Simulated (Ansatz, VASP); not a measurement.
**ZrO2: VASP beside Ansatz**

```
Zr O
1.0
     0.00000    2.55790    2.55790
     2.55790    0.00000    2.55790
     2.55790    2.55790    0.00000
Zr O
1 2
Direct
  0.00000 0.00000 0.00000
  0.25000 0.25000 0.25000
  0.75000 0.75000 0.75000
```

Alike in both runs: task single point; functional PBE0; k mesh 6 × 6 × 6; occupations gaussian, width 0.02 eV; no spin polarisation.

```csv
,VASP,Ansatz
version,VASP 6.6.1,Ansatz 0.2.0
potentials or method,"VASP PAW PBE potentials, release 64 (Zr_sv, O), cutoff 520 eV","scalar-relativistic, plane waves, PAW"
valence electrons in the cell,24,24
```

|  | VASP | Ansatz | Ansatz less VASP |
| --- | --- | --- | --- |
| gap on the k mesh at the Fermi level (eV) | 5.68 | 5.68 | 0.000 |
| least direct gap on the mesh (eV) | 6.06 | 6.06 | 0.000 |
| pressure (GPa) | -6.3 | -6.6 | -0.38 |

Ansatz's warnings: stress exchange threshold loose, stress scf threshold loose.
